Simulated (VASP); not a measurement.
A run of VASP 6.6.1 is set up as follows.

Contents of INCAR:

```
PREC     = Accurate       # precision mode
ENCUT    = 500            # plane-wave cutoff, eV
EDIFF    = 1E-6           # SCF threshold, eV
ISMEAR   = 0              # smearing method
SIGMA    = 0.05           # smearing width, eV
LREAL    = F              # projectors in reciprocal space
LASPH    = T              # aspherical terms in the spheres
NELM     = 120            # most SCF steps
ALGO     = Normal         # electronic algorithm
ISIF     = 2              # what is computed and relaxed
LWAVE    = F              # write WAVECAR
LCHARG   = F              # write CHGCAR
GGA      = PE             # functional
NBANDS   = 35             # bands
GGA_COMPAT= F
```

The input KPOINTS:

```
regular mesh
0
Gamma
  10 10 2
```

Contents of POSCAR:

```
MoS2
1.0
   -3.1855822414      0.0000000000      0.0000000000
   -1.5927911207     -2.7587951469      0.0000000000
   -1.9911481800     -1.1495899377     14.5104568311
Mo S
2 4
Direct
    0.2291583333      0.2291583333      0.2500000000
    0.3541416667      0.3541416667      0.7500000000
    0.0656806018      0.0656806018      0.6423151704
    0.6073639352      0.6073639352      0.1423151704
   -0.0240639352     -0.0240639352      0.8576848296
    0.5176193982      0.5176193982      0.3576848296
```

Potentials or basis: VASP PAW PBE potentials, release 64 (Mo_sv, S).

Launch:

```console
$ cat potpaw_PBE.64/Mo_sv/POTCAR potpaw_PBE.64/S/POTCAR > POTCAR
$ mpirun -np 1 vasp_std > vasp.out
```

(1) Estimate the largest force.

(2) Estimate the band gap on the k mesh.

(3) Predict the pressure.

Answers

(1) 0.020 eV/Å.

(2) 1.55 eV (least direct gap 1.91 eV).

(3) -0.1 GPa.

Caveat: the cell differs from its parent crystal (the part above a cut slid along it); this functional lacks dispersion, which binds layers or chains, so the pressure and a relaxed spacing across them are unreliable.
